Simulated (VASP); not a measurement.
**CdS in VASP: one cell, several levels of theory**

An exercise on one series of results from a longer session: the logs are not shown, and one member is left open.

The runs shown are made with VASP 6.6.1. PAW datasets, plane waves. Values at 0 K without nuclear motion; spin polarisation is off, and the phase may be a hypothetical one.

### The structure to begin with

The cell comes from an earlier relaxation with r2SCAN in another program.

Space group Fm-3m (No. 225), cubic; conventional cell a = 5.454 Å, 20.27 Å³ an atom. Around Cd lie 6 S at 2.73 Å; around S lie 6 Cd at 2.73 Å.

Structure file:

```cif
data_structure
_symmetry_space_group_name_H-M 'Fm-3m'
_symmetry_Int_Tables_number 225
_cell_length_a 5.4536
_cell_length_b 5.4536
_cell_length_c 5.4536
_cell_angle_alpha 90.000
_cell_angle_beta 90.000
_cell_angle_gamma 90.000
_cell_volume 162.20
loop_
_atom_site_label
_atom_site_type_symbol
_atom_site_symmetry_multiplicity
_atom_site_Wyckoff_symbol
_atom_site_fract_x
_atom_site_fract_y
_atom_site_fract_z
_atom_site_occupancy
Cd1 Cd 4 a 0.00000 0.00000 0.00000 1
S1 S 4 b 0.50000 0.00000 0.00000 1
```

Set-up of the first run:

File INCAR:

```
ENCUT = 520.000000
SIGMA = 0.020000
EDIFF = 1.00e-07
GGA = PE
PREC = Accurate
IBRION = -1
ISIF = 2
ISMEAR = -1
NBANDS = 16
NELM = 120
NSW = 0
LASPH = .TRUE.
LCHARG = .FALSE.
LWAVE = .FALSE.
LREAL = .FALSE.
```

File KPOINTS:

```
KPOINTS created by Atomic Simulation Environment
0
Gamma
8 8 8
0 0 0
```

File KPOINTS_OPT:

```
special points
6
Reciprocal
0.0000000000 0.0000000000 0.0000000000 1
0.5000000000 0.0000000000 0.5000000000 1
0.5000000000 0.2500000000 0.7500000000 1
0.3750000000 0.3750000000 0.7500000000 1
0.5000000000 0.5000000000 0.5000000000 1
0.6250000000 0.2500000000 0.6250000000 1
```

File POSCAR:

```
Cd S
 1.0000000000000000
     0.0000000000000000    2.7267765444985561    2.7267765444985561
     2.7267765444985561    0.0000000000000000    2.7267765444985561
     2.7267765444985561    2.7267765444985561    0.0000000000000000
 Cd  S
   1   1
Cartesian
  0.0000000000000000  0.0000000000000000  0.0000000000000000
  2.7267765444985561  2.7267765444985561  2.7267765444985561
```

The run uses the recommended PBE PAW datasets (18 valence electrons a neutral cell).

Among the steps run: PBE at this geometry; r2SCAN at this geometry; LDA at this geometry; PBEsol; Single point with PBE+SOC; Dielectric tensor and Born charges, PBE.

One table of the session follows, with a row left open; its other results are not shown here.

| level | gap (eV) | Ansatz: gap (eV) |
| --- | --- | --- |
| PBE | 0.25 | 0.26 |
| r2SCAN | 0.73 | 0.75 |
| LDA | 0.00 | -0.03 |
| PBEsol | ? | ? |
| PBE+SOC | 0.24 | 0.25 |

Q: Estimate the row for PBEsol from the others.

As computed: gap (eV): 0.13; Ansatz: gap (eV): 0.13. In the column «gap (eV)» it lies between LDA (0.00) and PBE+SOC (0.24).

In words: The gap spans 0.00 eV (LDA) to 0.73 eV (r2SCAN). Spin-orbit coupling changes the PBE gap by -0.01 eV. Leaving spin-orbit runs aside: The pressure is highest with PBE (2.2 GPa) and lowest with LDA (-4.5 GPa), which orders the cells that they would relax to. The two programs agree on the gap within 0.04 eV, far less than the spread between functionals. A mean ε∞ of 9.1 means a refractive index near 3.02 below the gap. Each program uses its own PAW datasets and cutoff. VASP's cell holds 18 valence electrons and Ansatz's 26. LDA means the Perdew–Zunger form in VASP and the Perdew–Wang form in Ansatz.

VASP's potentials hold 18 valence electrons a cell and Ansatz's 26, so a difference between the two programs can come from the potentials and not from the codes.
